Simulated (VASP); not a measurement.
# Ti (Pm-3m) in VASP: notebook

The runs below take Ti through single point, relaxation of cell and atoms, with PBEsol.

Program: VASP 6.6.1. These are calculated values, not measurements. Logs are shortened: lines on timing, memory, paths and dates and some standing lists are left out, and cuts for length are marked.

**1. The cell of the first run**

Symmetry: Pm-3m, No. 221, cubic system. Conventional cell: a = 2.487 Å, b = 2.487 Å, c = 2.487 Å, α = 90.00°, β = 90.00°, γ = 90.00°. Within 3.3 Å of Ti (site symmetry m-3m) lie 6 Ti at 2.49 Å.

**2. Single point, PBEsol**

The input, INCAR:

```
PREC = Accurate ; ENCUT = 520
EDIFF = 1E-7 ; ISMEAR = -1
SIGMA = 0.05 ; LREAL = False
LASPH = True ; NELM = 80
ALGO = Normal ; ISIF = 2
LWAVE = False ; LCHARG = True
GGA = PS ; LELF = True
LVHAR = True ; NBANDS = 12
```

The input, KPOINTS:

```
Automatic mesh
0
Gamma
  15 15 15
```

The input, POSCAR:

```
Ti
1.0
    2.4872936979      0.0000000000      0.0000000000
    0.0000000000      2.4872936979      0.0000000000
    0.0000000000      0.0000000000      2.4872936979
Ti
1
Direct
    0.0000000000      0.0000000000      0.0000000000
```

Potentials or basis: VASP PAW PBE potentials, release 64 (Ti_sv).

The run is started by

```
$ cat potpaw_PBE.64/Ti_sv/POTCAR > POTCAR
$ mpirun -np 1 vasp_std > vasp.out
```

OUTCAR:

```text
PREC = Accurate
   ENCUT = 520
   EDIFF = 1E-7
   ISMEAR = -1
   LREAL = False
   LASPH = True
   NELM = 80
   ISIF = 2
   GGA = PS

 ion  position               nearest neighbor table
   1  0.000  0.000  0.000-

  LATTYP: Found a simple cubic cell.
 ALAT       =     2.4872936979

  Lattice vectors:

 A1 = (   2.4872936979,   0.0000000000,   0.0000000000)
 A2 = (   0.0000000000,   2.4872936979,   0.0000000000)
 A3 = (   0.0000000000,   0.0000000000,   2.4872936979)

Analysis of symmetry for initial positions (statically):
=====================================================================
 Subroutine PRICEL returns:
 Original cell was already a primitive cell.

 Routine SETGRP: Setting up the symmetry group for a
 simple cubic supercell.

 Subroutine GETGRP returns: Found 48 space group operations
 (whereof 48 operations were pure point group operations)
 out of a pool of 48 trial point group operations.

The static configuration has the point symmetry O_h .

Analysis of symmetry for dynamics (positions and initial velocities):
=====================================================================
 Subroutine PRICEL returns:
 Original cell was already a primitive cell.

 Routine SETGRP: Setting up the symmetry group for a
 simple cubic supercell.

 Subroutine GETGRP returns: Found 48 space group operations
 (whereof 48 operations were pure point group operations)
 out of a pool of 48 trial point group operations.

The dynamic configuration has the point symmetry O_h .

 Subroutine INISYM returns: Found 48 space group operations
 (whereof 48 operations are pure point group operations),
 and found     1 'primitive' translations

----------------------------------------------------------------------------------------

                                     Primitive cell

  volume of cell :      15.3880

  direct lattice vectors                    reciprocal lattice vectors
     2.487293698  0.000000000  0.000000000     0.402043394  0.000000000  0.000000000
     0.000000000  2.487293698  0.000000000     0.000000000  0.402043394  0.000000000
     0.000000000  0.000000000  2.487293698     0.000000000  0.000000000  0.402043394

  length of vectors
     2.487293698  2.487293698  2.487293698     0.402043394  0.402043394  0.402043394

  position of ions in fractional coordinates (direct lattice)
[... 75 lines left out ...]
   ENCUT  =  520.0 eV  38.22 Ry    6.18 a.u.   4.62  4.62  4.62*2*pi/ulx,y,z
   NELM   =     80;   NELMIN=  2; NELMDL= -5     # of ELM steps
   EDIFF  = 0.1E-06   stopping-criterion for ELM
   LREAL  =      F    real-space projection
   EDIFFG = 0.1E-05   stopping-criterion for IOM
   NSW    =      0    number of steps for IOM
   IBRION =     -1    ionic relax: 0-MD 1-quasi-New 2-CG
   NFREE  =      0    steps in history (QN), initial steepest desc. (CG)
   ISIF   =      2    stress and relaxation
   ISYM   =      2    0-nonsym 1-usesym 2-fastsym
   POTIM  = 0.5000    time-step for ionic-motion
   TEBEG  =    0.0;   TEEND  =   0.0 temperature during run
   PSTRESS=    0.0 pullay stress
   NELECT =      12.0000    total number of electrons
   NUPDOWN=      -1.0000    fix difference up-down
   EMIN   =  10.00;   EMAX   =-10.00  energy-range for DOS
   EFERMI =   0.00;   METHOD = LEGACY
   ISMEAR =    -1;   SIGMA  =   0.05  broadening in eV -4-tet -1-fermi 0-gaus
   EFERMI_NEDOS =   21; number of points for ismear=-14 and -15
   IALGO  =     38    algorithm
   IMIX   =      4    mixing-type and parameters
     AMIX     =   0.40;   BMIX     =  1.00
     AMIX_MAG =   1.60;   BMIX_MAG =  1.00
  volume/ion in A,a.u.               =      15.39       103.84
  Fermi-wavevector in a.u.,A,eV,Ry     =   1.506867  2.847565 30.894033  2.270647
  Thomas-Fermi vector in A             =   2.617528
   LORBIT       =      0    0 simple, 1 ext, 2 COOP (PROOUT), +10 PAW based schemes
   GGA     = PS    functional components
   LHFCALC =     F    Hartree Fock is set to
   AEXX    =    0.0000 exact exchange contribution
   IVDW    =     0    specifies the selected vdW correction
   LEPSILON=     F    determine dielectric tensor
   LRPA    =     F    only Hartree local field effects (RPA)
 non-spin polarized calculation
  energy-cutoff  :      520.00
  volume of cell :       15.39
 maximum number of plane-waves:       437
   NGX =  9   NGY =  9   NGZ =  9

 number of electron      12.0000008 magnetization

 Free energy of the ion-electron system (eV)
  ---------------------------------------------------
  ext. energy  EPLUGINS =         0.00000000
  ---------------------------------------------------
  free energy    TOTEN  =        -7.43306310 eV

  energy without entropy =       -7.41685641  energy(sigma->0) =       -7.42495975

 E-fermi :   9.3146     XC(G=0): -12.1238

 val. band max:        9.3030831122   @ k =   0.2667   0.1333   0.0000
 cond. band min:       9.3233722072   @ k =   0.4667   0.1333   0.1333
 fundamental gap:      0.0202890950
 Fermi energy:         9.3145572252

 k-point     1 :       0.0000    0.0000    0.0000
  band No.  band energies     occupation
      1     -46.8547      2.00000
      2     -22.4078      2.00000
      3     -22.4078      2.00000
      4     -22.4078      2.00000
      5       3.2736      2.00000
      6       7.6390      2.00000
      7       7.6390      2.00000
      8      14.0905      0.00000
      9      14.0905      0.00000
     10      14.0905      0.00000
     11      27.0372      0.00000
     12      27.0372      0.00000
[... 331 lines left out ...]
 k-point    24 :       0.3333    0.2000    0.0000
  band No.  band energies     occupation
      1     -46.5978      2.00000
      2     -23.4420      2.00000
      3     -22.8013      2.00000
      4     -22.2643      2.00000
      5       6.6044      2.00000
      6       8.6424      2.00000
      7       9.9516      0.00001
      8      12.1507      0.00000
      9      12.3637      0.00000
     10      13.4372      0.00000
     11      20.0369      0.00000
     12      25.2217      0.00000

 [... further k-points ...]
[... 5 lines left out ...]
  --------------------------------------------------------------------------------------
  -------------------------------------------------------------------------------------
  Total        1.2361147      1.2361147      1.2361147     -0.0000000      0.0000000     -0.0000000
  in kB      128.7028441    128.7028441    128.7028441     -0.0000000      0.0000000     -0.0000000
  external PRESSURE =     128.7028441 kB  Pullay stress =       0.0000000 kB

 VOLUME and BASIS-vectors are now :
 -----------------------------------------------------------------------------
  energy-cutoff  :      520.00
  volume of cell :       15.39
      direct lattice vectors                 reciprocal lattice vectors
     2.487293698  0.000000000  0.000000000     0.402043394  0.000000000  0.000000000
     0.000000000  2.487293698  0.000000000     0.000000000  0.402043394  0.000000000
     0.000000000  0.000000000  2.487293698     0.000000000  0.000000000  0.402043394

 POSITION                                       TOTAL-FORCE (eV/Angst)
 -----------------------------------------------------------------------------------
      0.00000      0.00000      0.00000         0.000000      0.000000      0.000000
 -----------------------------------------------------------------------------------
    total drift:                               -0.000000      0.000000     -0.000000

  FREE ENERGIE OF THE ION-ELECTRON SYSTEM (eV)
  ---------------------------------------------------
  free  energy   TOTEN  =        -7.4330630993 eV

  energy  without entropy=       -7.4168564055  energy(sigma->0) =       -7.42495975
```

OSZICAR:

```text
N       E                     dE             d eps       ncg     rms          rms(c)
DAV:   1     0.872373048146E+02    0.87237E+02   -0.66569E+03  2900   0.124E+03
DAV:   2    -0.396139296196E+01   -0.91199E+02   -0.88133E+02  2944   0.300E+02
DAV:   3    -0.790018249047E+01   -0.39388E+01   -0.38625E+01  3764   0.648E+01
DAV:   4    -0.798351738338E+01   -0.83335E-01   -0.82887E-01  3312   0.829E+00
DAV:   5    -0.798557965724E+01   -0.20623E-02   -0.20545E-02  3420   0.113E+00    0.986E+00
DAV:   6    -0.740732379719E+01    0.57826E+00   -0.13400E+00  3100   0.164E+01    0.317E+00
DAV:   7    -0.741514382310E+01   -0.78200E-02   -0.73673E-02  3684   0.303E+00    0.157E+00
DAV:   8    -0.743330360535E+01   -0.18160E-01   -0.50004E-02  3076   0.246E+00    0.913E-02
DAV:   9    -0.743306522678E+01    0.23838E-03   -0.40578E-03  3456   0.715E-01    0.116E-01
DAV:  10    -0.743308882028E+01   -0.23594E-04   -0.39968E-04  3088   0.204E-01    0.354E-02
DAV:  11    -0.743306228573E+01    0.26535E-04   -0.20487E-05  3544   0.650E-02    0.765E-03
DAV:  12    -0.743306302995E+01   -0.74421E-06   -0.15714E-06  3116   0.126E-02    0.216E-03
DAV:  13    -0.743306309933E+01   -0.69388E-07   -0.22787E-08  2052   0.159E-03
   1 F= -.74330631E+01 E0= -.74249598E+01  d E =-.162067E-01
```

Run time: 9 s. Hardware: 1 thread of AMD EPYC 9R45 (Zen 5), shared host; peak memory 0.1 GiB.

Results:

```yaml
Free_energy: -7.4331 eV
Pressure: 12.9 GPa
Band_gap_on_the_k_mesh: zero (band 6 reaches 10.04 eV, above the bottom of band 7 at 7.64 eV)
```

Caveat: the PAW data sets were made with another functional, which shifts forces and pressure a little.

**3. Single point, PBEsol**

The input, INCAR:

```
SYSTEM = Ti
PREC = Accurate ; ENCUT = 520
EDIFF = 1E-6 ; ISMEAR = -1
SIGMA = 0.05 ; LREAL = .FALSE.
LASPH = .TRUE. ; NELM = 80
ALGO = Normal ; ISIF = 2
LWAVE = .FALSE. ; LCHARG = .TRUE.
GGA = PS ; LELF = .TRUE.
LVHAR = .TRUE. ; NBANDS = 12
```

The input, KPOINTS:

```
regular mesh
0
G
  15 15 15
  0 0 0
```

POSCAR is that of step 2.

Potentials or basis: VASP PAW PBE potentials, release 64 (Ti_sv).

The run is started by

```
$ cat potpaw_PBE.64/Ti_sv/POTCAR > POTCAR
$ mpirun -np 1 vasp_std > vasp.out
```

OUTCAR:

```text
SYSTEM = Ti
   PREC = Accurate
   ENCUT = 520
   EDIFF = 1E-6
   ISMEAR = -1
   LREAL = .FALSE.
   LASPH = .TRUE.
   NELM = 80
   ISIF = 2
   GGA = PS

 ion  position               nearest neighbor table
   1  0.000  0.000  0.000-

  LATTYP: Found a simple cubic cell.
 ALAT       =     2.4872936979

  Lattice vectors:

 A1 = (   2.4872936979,   0.0000000000,   0.0000000000)
 A2 = (   0.0000000000,   2.4872936979,   0.0000000000)
 A3 = (   0.0000000000,   0.0000000000,   2.4872936979)

Analysis of symmetry for initial positions (statically):
=====================================================================
 Subroutine PRICEL returns:
 Original cell was already a primitive cell.

 Routine SETGRP: Setting up the symmetry group for a
 simple cubic supercell.

 Subroutine GETGRP returns: Found 48 space group operations
 (whereof 48 operations were pure point group operations)
 out of a pool of 48 trial point group operations.

The static configuration has the point symmetry O_h .

Analysis of symmetry for dynamics (positions and initial velocities):
=====================================================================
[... 159 lines left out ...]
 fundamental gap:      0.0203038184
 Fermi energy:         9.3145874709

 k-point     1 :       0.0000    0.0000    0.0000
  band No.  band energies     occupation
      1     -46.8546      2.00000
      2     -22.4077      2.00000
      3     -22.4077      2.00000
      4     -22.4077      2.00000
      5       3.2735      2.00000
      6       7.6390      2.00000
      7       7.6390      2.00000
      8      14.0906      0.00000
      9      14.0906      0.00000
     10      14.0906      0.00000
     11      27.0371      0.00000
     12      27.0371      0.00000
[... 331 lines left out ...]
 k-point    24 :       0.3333    0.2000    0.0000
  band No.  band energies     occupation
      1     -46.5977      2.00000
      2     -23.4419      2.00000
      3     -22.8013      2.00000
      4     -22.2643      2.00000
      5       6.6043      2.00000
      6       8.6424      2.00000
      7       9.9517      0.00001
      8      12.1507      0.00000
      9      12.3638      0.00000
     10      13.4373      0.00000
     11      20.0369      0.00000
     12      25.2217      0.00000

 [... further k-points ...]
[... 5 lines left out ...]
  --------------------------------------------------------------------------------------
  -------------------------------------------------------------------------------------
  Total        1.2373696      1.2373696      1.2373696      0.0000000      0.0000000     -0.0000000
  in kB      128.8334990    128.8334990    128.8334990      0.0000000      0.0000000     -0.0000000
  external PRESSURE =     128.8334990 kB  Pullay stress =       0.0000000 kB

 VOLUME and BASIS-vectors are now :
 -----------------------------------------------------------------------------
  energy-cutoff  :      520.00
  volume of cell :       15.39
      direct lattice vectors                 reciprocal lattice vectors
     2.487293698  0.000000000  0.000000000     0.402043394  0.000000000  0.000000000
     0.000000000  2.487293698  0.000000000     0.000000000  0.402043394  0.000000000
     0.000000000  0.000000000  2.487293698     0.000000000  0.000000000  0.402043394

 POSITION                                       TOTAL-FORCE (eV/Angst)
 -----------------------------------------------------------------------------------
      0.00000      0.00000      0.00000         0.000000      0.000000      0.000000
 -----------------------------------------------------------------------------------
    total drift:                               -0.000000      0.000000     -0.000000

  FREE ENERGIE OF THE ION-ELECTRON SYSTEM (eV)
  ---------------------------------------------------
  free  energy   TOTEN  =        -7.4330630302 eV

  energy  without entropy=       -7.4168561403  energy(sigma->0) =       -7.42495959
```

OSZICAR:

```text
N       E                     dE             d eps       ncg     rms          rms(c)
DAV:   1     0.872373048146E+02    0.87237E+02   -0.66569E+03  2900   0.124E+03
DAV:   2    -0.396139296196E+01   -0.91199E+02   -0.88133E+02  2944   0.300E+02
DAV:   3    -0.790018249047E+01   -0.39388E+01   -0.38625E+01  3764   0.648E+01
DAV:   4    -0.798351738338E+01   -0.83335E-01   -0.82887E-01  3312   0.829E+00
DAV:   5    -0.798557965724E+01   -0.20623E-02   -0.20545E-02  3420   0.113E+00    0.986E+00
DAV:   6    -0.740732379719E+01    0.57826E+00   -0.13400E+00  3100   0.164E+01    0.317E+00
DAV:   7    -0.741514382310E+01   -0.78200E-02   -0.73673E-02  3684   0.303E+00    0.157E+00
DAV:   8    -0.743330360535E+01   -0.18160E-01   -0.50004E-02  3076   0.246E+00    0.913E-02
DAV:   9    -0.743306522678E+01    0.23838E-03   -0.40578E-03  3456   0.715E-01    0.116E-01
DAV:  10    -0.743308882028E+01   -0.23594E-04   -0.39968E-04  3088   0.204E-01    0.354E-02
DAV:  11    -0.743306228573E+01    0.26535E-04   -0.20487E-05  3544   0.650E-02    0.765E-03
DAV:  12    -0.743306303016E+01   -0.74442E-06   -0.15714E-06  3036   0.126E-02
   1 F= -.74330630E+01 E0= -.74249596E+01  d E =-.162069E-01
```

stdout:

```text
POSCAR found type information on POSCAR Ti
 POSCAR found :  1 types and       1 ions
 scaLAPACK will be used
 -----------------------------------------------------------------------------
|                                                                             |
|                                                                             |
|     You enforced a specific xc type in the INCAR file but a different       |
|     I HOPE YOU KNOW WHAT YOU ARE DOING!                                     |
|                                                                             |
 -----------------------------------------------------------------------------

 LDA part: xc-table for (Slater+PW92), standard interpolation
 POSCAR, INCAR and KPOINTS ok, starting setup
 FFT: planning ... GRIDC
 FFT: planning ... GRID_SOFT
 FFT: planning ... GRID
 WAVECAR not read
 entering main loop
```

Wall time 8.5 s (1 thread of AMD EPYC 9R45 (Zen 5), shared host); peak memory 0.1 GiB.

Results:

```yaml
Free_energy: -7.4331 eV
Pressure: 12.9 GPa
Band_gap_on_the_k_mesh: zero (band 6 reaches 10.04 eV, above the bottom of band 7 at 7.64 eV)
```

Caveat: the PAW data sets were made with another functional, which shifts forces and pressure a little.

[end of part 1 of 2]
